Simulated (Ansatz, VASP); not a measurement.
## Two plane-wave programs on HC4

```
CELL_PARAMETERS angstrom
4.93140 0.00000 0.00000
-2.46570 4.27072 0.00000
0.00000 0.00000 18.00000
ATOMIC_POSITIONS crystal
C 0.16667 0.33333 0.22222
C 0.16667 0.83333 0.22222
C 0.66667 0.33333 0.22222
C 0.66667 0.83333 0.22222
C 0.33333 0.16667 0.22222
C 0.33333 0.66667 0.22222
C 0.83333 0.16667 0.22222
C 0.83333 0.66667 0.22222
H 0.09842 0.09842 0.33611
H 0.40158 0.40158 0.33611
```

Alike in both runs: task single point; functional PBE; dispersion D3(BJ); k mesh 6 × 6 × 1; occupations gaussian, width 0.1 eV; no spin polarisation.

|  | VASP | Ansatz |
| --- | --- | --- |
| version | VASP 6.6.1 | Ansatz 0.2.0 |
| potentials or method | VASP PAW PBE potentials, release 64 (C, H), cutoff 520 eV | scalar-relativistic, plane waves, PAW |
| valence electrons in the cell | 34 | 34 |

|  | VASP | Ansatz | Ansatz less VASP |
| --- | --- | --- | --- |
| gap on the k mesh at the Fermi level (eV) | 0.07 | 0.07 | 0.000 |
| least direct gap on the mesh (eV) | 0.07 | 0.07 | 0.000 |
| rms of the force components (eV/Å) | 1.040 | 1.039 | -0.0005 |

Atom by atom the forces differ by 0.001 eV/Å (rms over components). Ansatz's warnings: structure snapped to symmetry.
